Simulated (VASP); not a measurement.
Input of a VASP 6.6.1 run:

The input POSCAR:

```
Pt
1.0
   -1.5518799051      1.5518799051      1.5518799051
    1.5518799051     -1.5518799051      1.5518799051
    1.5518799051      1.5518799051     -1.5518799051
Pt
1
Direct
    0.0000000000      0.0000000000      0.0000000000
```

INCAR.step1

```
ALGO = Normal
EDIFF = 1E-5
ENCUT = 520
GGA = PE
ISIF = 2
ISMEAR = -1
LASPH = True
LREAL = False
LWAVE = True
NBANDS = 11
NELM = 80
PREC = Accurate
SIGMA = 0.05
```

File INCAR.step2:

```
ALGO = Normal
EDIFF = 1E-7
ENCUT = 520
GGA = PE
HFSCREEN = 0.2079
ISIF = 2
ISMEAR = -1
ISTART = 1
LASPH = True
LCHARG = True
LELF = True
LHFCALC = True
LREAL = False
LVHAR = True
LWAVE = False
NBANDS = 11
NELM = 80
PREC = Accurate
PRECFOCK = Normal
SIGMA = 0.05
```

Contents of KPOINTS:

```
k-points
0
Gamma
  8 8 8
```

Potentials or basis: VASP PAW PBE potentials, release 64 (Pt).

The run is started by

```bash
$ cat potpaw_PBE.64/Pt/POTCAR > POTCAR
$ cp INCAR.step1 INCAR
$ mpirun -np 1 vasp_std > vasp.out
$ cp INCAR.step2 INCAR
$ mpirun -np 1 vasp_std > vasp.out
```

Question: Predict the pressure.

Answer: 8.8 GPa.

Question: What does it give for the band gap on the k mesh?

Answer: Zero (bands 5 and 6 overlap by 3.11 eV).

Caveat: the cell stands under pressure; the PAW data sets were made with another functional, which shifts forces and pressure a little; spin-orbit coupling is left out, which moves the levels of the heavy elements.
